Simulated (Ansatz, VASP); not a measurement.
## Two plane-wave programs on TiAl

The input INCAR:

```
PREC     = Accurate       # precision mode
ENCUT    = 520            # plane-wave cutoff, eV
EDIFF    = 1E-6           # SCF threshold, eV
ISMEAR   = 0              # smearing method
SIGMA    = 0.15           # smearing width, eV
LREAL    = F              # projectors in reciprocal space
LASPH    = T              # aspherical terms in the spheres
NELM     = 100            # most SCF steps
ALGO     = Fast           # electronic algorithm
ISIF     = 2              # what is computed and relaxed
LWAVE    = F              # write WAVECAR
LCHARG   = F              # write CHGCAR
GGA      = PS             # functional
NBANDS   = 14             # bands
```

File KPOINTS:

```
regular mesh
0
Gamma
  20 20 20
```

POSCAR

```
TiAl
1.0
    3.1564740774      0.0000000000      0.0000000000
    0.0000000000      3.1564740774      0.0157823704
    0.0000000000      0.0157823704      3.1564740774
Ti Al
1 1
Direct
    0.0000000000      0.0000000000      0.0000000000
    0.5000000000      0.5000000000      0.5000000000
```

Input for Ansatz:

```yaml
crystal:
  lattice:
    - [3.1564740774, 0.0, 0.0]
    - [0.0, 3.1564740774, 0.0157823704]
    - [0.0, 0.0157823704, 3.1564740774]
  atoms:
    - { symbol: Ti, position: [0.0, 0.0, 0.0] }
    - { symbol: Al, position: [0.5, 0.5, 0.5] }
basis:
  ecutwfc: 420
kpoints:
  mp_grid: { grid: [20, 20, 20] }
hamiltonian:
  xc: pbesol
scf:
  occupations: { method: gaussian, width: 0.15 }
output:
  forces: true
  stress: true
  eigenvalues: true
```

Change from the starting cell: strain +0.0100 x Voigt [0, 0, 0, 1, 0, 0], atoms carried along.

Alike in both runs: task single point; functional PBEsol; k mesh 20 × 20 × 20; occupations gaussian, width 0.15 eV; no spin polarisation.

|  | VASP | Ansatz |
| --- | --- | --- |
| version | VASP 6.6.1 | Ansatz 0.2.0 |
| potentials or method | VASP PAW PBE potentials, release 64 (Ti_sv, Al), cutoff 520 eV | scalar-relativistic, plane waves, PAW |
| valence electrons in the cell | 15 | 15 |

Ansatz gave:

| Quantity | Value |
| --- | --- |
| gap on the k mesh at the Fermi level (eV) | none |
| pressure (GPa) | 0.0 |
| traceless stress, the component that is largest in VASP (GPa) | -0.74 |

Q: Which values does VASP return?

A: gap on the k mesh at the Fermi level (eV): none; pressure (GPa): 0.1; traceless stress, the component that is largest in VASP (GPa): -0.74.

VASP's potentials were made for PBE, not for PBEsol. A gap of «none» marks a metal or a gap that the smearing closes. The functional is the same, so the differences come from potentials, cutoffs and numerics.
